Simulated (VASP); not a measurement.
Write the native input for VASP 6.6.1 that does the following.

| Quantity | Value |
| --- | --- |
| Task | single point |
| Functional | PBE |
| Potentials or basis | VASP PAW PBE potentials, release 64 (Pd) |
| Cutoff | 520 eV |
| k mesh | 11 × 11 × 3 |
| Occupations | fermi-dirac, width 0.05 eV |
| Spin | no spin polarisation |
| Dipole correction | no |
| Further INCAR settings | ALGO = Normal; EDIFF = 1e-06; NBANDS = 28 |

The structure of Pd lies in POSCAR:

```
Pd
1.0
    2.7808573127      0.0000000000      0.0000000000
   -1.3904286564      2.4082930771      0.0000000000
    0.0000000000      0.0000000000      9.1787825657
Pd
4
Direct
    0.6666666667      0.3333333333      0.7500000000
    0.0000000000      0.0000000000      0.5000000000
    0.3333333333      0.6666666667      0.2500000000
    0.0000000000      0.0000000000      0.0000000000
```

This isn't the form of Pd at room conditions, which is fcc.

The input as run:

INCAR

```
SYSTEM = Pd
ALGO = Normal ; EDIFF = 1E-6
ENCUT = 520 ; GGA = PE
ISIF = 2 ; ISMEAR = -1
LASPH = .True. ; LCHARG = .False.
LREAL = .False. ; LWAVE = .False.
NBANDS = 28 ; NELM = 60
PREC = Accurate ; SIGMA = 0.05
```

KPOINTS

```
k-points
0
Gamma
  11 11 3
  0 0 0
```

Potentials or basis: VASP PAW PBE potentials, release 64 (Pd).

Command:

```sh
$ cat potpaw_PBE.64/Pd/POTCAR > POTCAR
$ mpirun -np 1 vasp_std > vasp.out
```

Results of the run:

```
Pressure               : -0.3 GPa
Band gap on the k mesh : zero (bands 20 and 21 overlap by 0.84 eV)
```

It took 61 s on 1 thread of Intel Xeon 8259CL, with other jobs on the host, peak memory 0.21 GiB.
